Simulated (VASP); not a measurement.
# MgO (Periclase) (Fm-3m) in VASP: a series of runs

MgO (Periclase) is run at these levels: r2SCAN+D3(BJ); tasks: single point.

Program: VASP 6.6.1. These are calculated values, not measurements. Logs are shortened: lines on timing, memory, paths and dates and some standing lists are left out, and cuts for length are marked.

**1. The cell of the first run**

The structure is cubic, space group Fm-3m (No. 225). Conventional cell: a = 4.217 Å, b = 4.217 Å, c = 4.217 Å, α = 90.00°, β = 90.00°, γ = 90.00°. Mg (site symmetry m-3m) has 6 O at 2.11 Å within 2.8 Å. O (site symmetry m-3m) has 6 Mg at 2.11 Å within 2.8 Å.

**2. Single point, r2SCAN+D3(BJ)**

Input file POSCAR:

```
MgO
1.0
    0.0000000000      2.1085000000      2.1085000000
    2.1085000000      0.0000000000      2.1085000000
    2.1085000000      2.1085000000      0.0000000000
Mg O
1 1
Direct
    0.0000000000      0.0000000000      0.0000000000
    0.5000000000      0.5000000000      0.5000000000
```

Input file INCAR.step1:

```
SYSTEM = MgO
PREC = Accurate
ENCUT = 660
ISMEAR = 0
SIGMA = 0.01
LREAL = .FALSE.
LASPH = .TRUE.
NELM = 120
NBANDS = 11
GGA = PE
ALGO = Normal
EDIFF = 1E-5
LWAVE = .TRUE.
LCHARG = .FALSE.
GGA_COMPAT = .FALSE.
```

Input file INCAR.step2:

```
SYSTEM = MgO
PREC = Accurate
ENCUT = 660
EDIFF = 1E-6
ISMEAR = 0
SIGMA = 0.01
LREAL = .FALSE.
LASPH = .TRUE.
NELM = 120
ALGO = Normal
ISIF = 2
LWAVE = .FALSE.
LCHARG = .FALSE.
METAGGA = R2SCAN
LMIXTAU = .TRUE.
IVDW = 12
VDW_S6 = 1.0
VDW_S8 = 0.78981345
VDW_A1 = 0.49484001
VDW_A2 = 5.73083694
NBANDS = 11
ISTART = 1
GGA_COMPAT = .FALSE.
```

Input file KPOINTS:

```
Automatic mesh
0
G
  8 8 8
  0 0 0
```

Potentials or basis: VASP PAW PBE potentials, release 64 (Mg, O).

Run with:

```sh
$ cat potpaw_PBE.64/Mg/POTCAR potpaw_PBE.64/O/POTCAR > POTCAR
$ cp INCAR.step1 INCAR
$ mpirun -np 1 vasp_std > vasp.out
$ cp INCAR.step2 INCAR
$ mpirun -np 1 vasp_std > vasp.out
```

OUTCAR:

```text
SYSTEM = MgO
   PREC = Accurate
   ENCUT = 660
   EDIFF = 1E-6
   ISMEAR = 0
   LREAL = .FALSE.
   LASPH = .TRUE.
   NELM = 120
   ISIF = 2
   METAGGA = R2SCAN
   IVDW = 12
   ISTART = 1
 IVDW          = 12

 ion  position               nearest neighbor table
   1  0.000  0.000  0.000-   2 2.11   2 2.11   2 2.11   2 2.11   2 2.11   2 2.11
   2  0.500  0.500  0.500-   1 2.11   1 2.11   1 2.11   1 2.11   1 2.11   1 2.11

  LATTYP: Found a face centered cubic cell.
 ALAT       =     4.2170000000

  Lattice vectors:

 A1 = (   0.0000000000,   2.1085000000,   2.1085000000)
 A2 = (   2.1085000000,   0.0000000000,   2.1085000000)
 A3 = (   2.1085000000,   2.1085000000,   0.0000000000)

Analysis of symmetry for initial positions (statically):
=====================================================================
 Subroutine PRICEL returns:
 Original cell was already a primitive cell.

 Routine SETGRP: Setting up the symmetry group for a
 face centered cubic supercell.

 Subroutine GETGRP returns: Found 48 space group operations
 (whereof 48 operations were pure point group operations)
 out of a pool of 48 trial point group operations.

The static configuration has the point symmetry O_h .

Analysis of symmetry for dynamics (positions and initial velocities):
=====================================================================
 Subroutine PRICEL returns:
 Original cell was already a primitive cell.

 Routine SETGRP: Setting up the symmetry group for a
 face centered cubic supercell.

 Subroutine GETGRP returns: Found 48 space group operations
 (whereof 48 operations were pure point group operations)
 out of a pool of 48 trial point group operations.

The dynamic configuration has the point symmetry O_h .

 Subroutine INISYM returns: Found 48 space group operations
 (whereof 48 operations are pure point group operations),
 and found     1 'primitive' translations

----------------------------------------------------------------------------------------

                                     Primitive cell

  volume of cell :      18.7478

  direct lattice vectors                    reciprocal lattice vectors
     0.000000000  2.108500000  2.108500000    -0.237135404  0.237135404  0.237135404
     2.108500000  0.000000000  2.108500000     0.237135404 -0.237135404  0.237135404
     2.108500000  2.108500000  0.000000000     0.237135404  0.237135404 -0.237135404

  length of vectors
     2.981869296  2.981869296  2.981869296     0.410730569  0.410730569  0.410730569

  position of ions in fractional coordinates (direct lattice)
     0.000000000  0.000000000  0.000000000
     0.500000000  0.500000000  0.500000000

  ion indices of the primitive-cell ions
   primitive index   ion index
                 1           1
                 2           2

----------------------------------------------------------------------------------------

 KPOINTS: Automatic mesh

Automatic generation of k-mesh.
 Grid dimensions read from file:
 generate k-points for:    8    8    8

 Generating k-lattice:

  Cartesian coordinates                     Fractional coordinates (reciprocal lattice)
    -0.029641926  0.029641926  0.029641926     0.125000000  0.000000000  0.000000000
     0.029641926 -0.029641926  0.029641926     0.000000000  0.125000000  0.000000000
     0.029641926  0.029641926 -0.029641926     0.000000000  0.000000000  0.125000000

  Length of vectors
     0.051341321  0.051341321  0.051341321

  Shift w.r.t. Gamma in fractional coordinates (k-lattice)
     0.000000000  0.000000000  0.000000000

 Subroutine IBZKPT returns following result:
 ===========================================

 Found     29 irreducible k-points:

 Following reciprocal coordinates:
            Coordinates               Weight
  0.000000  0.000000  0.000000      1.000000
  0.125000  0.000000  0.000000      8.000000
  0.250000  0.000000  0.000000      8.000000
  0.375000  0.000000  0.000000      8.000000
  0.500000  0.000000  0.000000      4.000000
  0.125000  0.125000  0.000000      6.000000
[... 16 lines left out ...]
  0.500000  0.250000  0.125000     48.000000
 -0.375000  0.250000  0.125000     24.000000
 [... further k-points ...]
   k-points           NKPTS =     29   k-points in BZ     NKDIM =     29   number of bands    NBANDS=     11
   number of dos      NEDOS =    301   number of ions     NIONS =      2
   total plane-waves  NPLWV =  21952
   dimension x,y,z NGX =    28 NGY =   28 NGZ =   28
   dimension x,y,z NGXF=    56 NGYF=   56 NGZF=   56
   ions per type =               1   1
   NGX,Y,Z   is equivalent  to a cutoff of  15.61, 15.61, 15.61 a.u.
   NGXF,Y,Z  is equivalent  to a cutoff of  31.22, 31.22, 31.22 a.u.
 SYSTEM =  MgO
   PREC   = accura    normal or accurate (medium, high low for compatibility)
   ISTART =      1    job   : 0-new  1-cont  2-samecut
   ICHARG =      0    charge: 1-file 2-atom 10-const
   ISPIN  =      1    spin polarized calculation?
   LNONCOLLINEAR =      F non collinear calculations
   LSORBIT =      F    spin-orbit coupling
   LASPH  =      T    aspherical Exc in radial PAW
   ENCUT  =  660.0 eV  48.51 Ry    6.96 a.u.   6.25  6.25  6.25*2*pi/ulx,y,z
   NELM   =    120;   NELMIN=  2; NELMDL=  0     # of ELM steps
   EDIFF  = 0.1E-05   stopping-criterion for ELM
   LREAL  =      F    real-space projection
   EDIFFG = 0.1E-04   stopping-criterion for IOM
   NSW    =      0    number of steps for IOM
   IBRION =     -1    ionic relax: 0-MD 1-quasi-New 2-CG
   NFREE  =      0    steps in history (QN), initial steepest desc. (CG)
   ISIF   =      2    stress and relaxation
   ISYM   =      2    0-nonsym 1-usesym 2-fastsym
   POTIM  = 0.5000    time-step for ionic-motion
   TEBEG  =    0.0;   TEEND  =   0.0 temperature during run
   PSTRESS=    0.0 pullay stress
   NELECT =       8.0000    total number of electrons
   NUPDOWN=      -1.0000    fix difference up-down
   EMIN   =  10.00;   EMAX   =-10.00  energy-range for DOS
   EFERMI =   0.00;   METHOD = LEGACY
   ISMEAR =     0;   SIGMA  =   0.01  broadening in eV -4-tet -1-fermi 0-gaus
   EFERMI_NEDOS =   21; number of points for ismear=-14 and -15
   IALGO  =     38    algorithm
   IMIX   =      4    mixing-type and parameters
     AMIX     =   0.40;   BMIX     =  1.00
     AMIX_MAG =   1.60;   BMIX_MAG =  1.00
  volume/ion in A,a.u.               =       9.37        63.26
  Fermi-wavevector in a.u.,A,eV,Ry     =   1.232503  2.329092 20.668107  1.519063
  Thomas-Fermi vector in A             =   2.367270
   LORBIT       =      0    0 simple, 1 ext, 2 COOP (PROOUT), +10 PAW based schemes
   METAGGA = R2SCAN    functional components
   LHFCALC =     F    Hartree Fock is set to
   AEXX    =    0.0000 exact exchange contribution
   IVDW    =    12    specifies the selected vdW correction
   LEPSILON=     F    determine dielectric tensor
   LRPA    =     F    only Hartree local field effects (RPA)
 non-spin polarized calculation
 Gauss-broadening in eV      SIGMA  =   0.01
  energy-cutoff  :      660.00
  volume of cell :       18.75
 maximum number of plane-waves:       740
 NGX is ok and might be reduce to    28
   NGX = 13   NGY = 13   NGZ = 13

 number of electron       7.9999999 magnetization

 Free energy of the ion-electron system (eV)
  ---------------------------------------------------
  ext. energy  EPLUGINS =         0.00000000
  ---------------------------------------------------
  free energy    TOTEN  =       -16.16552380 eV

  energy without entropy =      -16.16552380  energy(sigma->0) =      -16.16552380

 E-fermi :   2.9363     XC(G=0): -11.5741

 val. band max:        2.7470150928   @ k =   0.0000   0.0000   0.0000
 cond. band min:       8.3202474878   @ k =   0.0000   0.0000   0.0000
 fundamental gap:      5.5732323950
 Fermi energy:         2.9362959214

 k-point     1 :       0.0000    0.0000    0.0000
  band No.  band energies     occupation
      1     -15.4330      2.00000
      2       2.7470      2.00000
      3       2.7470      2.00000
      4       2.7470      2.00000
      5       8.3202      0.00000
      6      19.5655      0.00000
      7      19.5655      0.00000
      8      19.5655      0.00000
      9      23.7026      0.00000
     10      25.4648      0.00000
     11      25.4648      0.00000

 k-point     2 :       0.1250    0.0000    0.0000
  band No.  band energies     occupation
      1     -15.2739      2.00000
      2       1.8231      2.00000
      3       2.6419      2.00000
      4       2.6419      2.00000
      5       9.2209      0.00000
      6      17.8943      0.00000
      7      19.9414      0.00000
      8      19.9414      0.00000
      9      24.4987      0.00000
     10      24.4987      0.00000
     11      25.9245      0.00000

 k-point     3 :       0.2500    0.0000    0.0000
  band No.  band energies     occupation
      1     -14.8625      2.00000
      2       0.1194      2.00000
      3       2.3991      2.00000
      4       2.3991      2.00000
      5      10.7017      0.00000
      6      16.3604      0.00000
      7      20.4703      0.00000
      8      20.4703      0.00000
      9      24.1127      0.00000
     10      24.1127      0.00000
     11      26.1659      0.00000
[... 267 lines left out ...]
 k-point    23 :       0.5000    0.2500    0.1250
  band No.  band energies     occupation
      1     -14.2089      2.00000
      2      -0.9399      2.00000
      3       1.0209      2.00000
      4       1.8670      2.00000
      5      13.1816      0.00000
      6      15.4328      0.00000
      7      17.7927      0.00000
      8      21.0701      0.00000
      9      23.6458      0.00000
     10      26.5008      0.00000
     11      30.2579      0.00000

 k-point    24 :      -0.3750    0.2500    0.1250
  band No.  band energies     occupation
      1     -14.0497      2.00000
      2      -1.2341      2.00000
      3       0.8144      2.00000
      4       1.7463      2.00000
      5      13.3500      0.00000
      6      16.0485      0.00000
      7      17.3549      0.00000
      8      20.8093      0.00000
      9      24.4780      0.00000
     10      26.1959      0.00000
     11      30.4064      0.00000

 [... further k-points ...]

------------------------ aborting loop because EDIFF is reached ----------------------------------------

 Edisp (eV)   -0.27706

 E8    (eV) :    -0.0841

  FORCE on cell =-STRESS in cart. coord.  units (eV):
  Direction    XX          YY          ZZ          XY          YZ          ZX
  --------------------------------------------------------------------------------------
  -------------------------------------------------------------------------------------
  Total      -0.62273    -0.62273    -0.62273     0.00000    -0.00000     0.00000
  in kB     -53.21774   -53.21774   -53.21774     0.00000    -0.00000     0.00000
  external pressure =      -53.22 kB  Pullay stress =        0.00 kB

 VOLUME and BASIS-vectors are now :
 -----------------------------------------------------------------------------
  energy-cutoff  :      660.00
  volume of cell :       18.75
      direct lattice vectors                 reciprocal lattice vectors
     0.000000000  2.108500000  2.108500000    -0.237135404  0.237135404  0.237135404
     2.108500000  0.000000000  2.108500000     0.237135404 -0.237135404  0.237135404
     2.108500000  2.108500000  0.000000000     0.237135404  0.237135404 -0.237135404

 POSITION                                       TOTAL-FORCE (eV/Angst)
 -----------------------------------------------------------------------------------
      0.00000      0.00000      0.00000         0.000000      0.000000     -0.000000
      2.10850      2.10850      2.10850        -0.000000     -0.000000      0.000000
 -----------------------------------------------------------------------------------
    total drift:                                0.000000      0.000000      0.000000

  FREE ENERGIE OF THE ION-ELECTRON SYSTEM (eV)
  ---------------------------------------------------
  free  energy   TOTEN  =       -16.4425863712 eV

  energy  without entropy=      -16.4425863712  energy(sigma->0) =      -16.44258637
```

Run time: 36 s. Hardware: 1 thread of AMD EPYC 9R14 (Zen 4), shared host; peak memory 0.14 GiB.

What came out:

* Free energy: -16.4426 eV
* Pressure: -5.3 GPa
* Band gap on the k mesh: 5.57 eV, direct
* Dispersion energy per atom: -0.139 eV

Caveat: three body term missing; the PAW data sets were made with another functional, which shifts forces and pressure a little.

**3. Single point, r2SCAN+D3(BJ)**

POSCAR is that of step 2.

Input file INCAR.step1:

```
ALGO = Normal ; EDIFF = 1E-5
ENCUT = 660 ; GGA = PE
GGA_COMPAT = F ; ISMEAR = 0
LASPH = T ; LCHARG = F
LREAL = F ; LWAVE = T
NBANDS = 11 ; NELM = 120
PREC = Accurate ; SIGMA = 0.01
```

Input file INCAR.step2:

```
ALGO = Normal ; EDIFF = 1E-6
ENCUT = 660 ; GGA_COMPAT = F
ISIF = 2 ; ISMEAR = 0
ISTART = 1 ; IVDW = 12
LASPH = T ; LCHARG = F
LMIXTAU = T ; LREAL = F
LWAVE = F ; METAGGA = R2SCAN
NBANDS = 11 ; NELM = 120
PREC = Accurate ; SIGMA = 0.01
VDW_A1 = 0.49484001 ; VDW_A2 = 5.73083694
VDW_S6 = 1.0 ; VDW_S8 = 0.78981345
```

Input file KPOINTS:

```
k-points
0
Gamma
  8 8 8
```

Potentials or basis: VASP PAW PBE potentials, release 64 (Mg, O).

Run with:

```sh
$ cat potpaw_PBE.64/Mg/POTCAR potpaw_PBE.64/O/POTCAR > POTCAR
$ cp INCAR.step1 INCAR
$ mpirun -np 1 vasp_std > vasp.out
$ cp INCAR.step2 INCAR
$ mpirun -np 1 vasp_std > vasp.out
```

Run time: 36 s. Hardware: 1 thread of AMD EPYC 9R14 (Zen 4), shared host; peak memory 0.14 GiB.

Results (log left out):

- Free energy: -16.4426 eV
- Pressure: -5.3 GPa
- Band gap on the k mesh: 5.57 eV, direct
- Dispersion energy per atom: -0.139 eV

Levels at points of the mesh, in eV from the valence-band top:
```csv
k point,band 2,band 3,band 4,band 5,band 6,band 7
"(0.00, 0.00, 0.00)",0.00,0.00,0.00,5.57,16.82,16.82
"(0.50, 0.00, 0.00)",-4.59,-0.67,-0.67,8.78,13.77,17.39
"(0.50, 0.50, 0.00)",-4.08,-1.37,-1.37,10.03,11.03,14.25
```

Caveat: three body term missing; the PAW data sets were made with another functional, which shifts forces and pressure a little. r2SCAN opens gaps a little over a GGA but as a rule still falls short of measured ones.
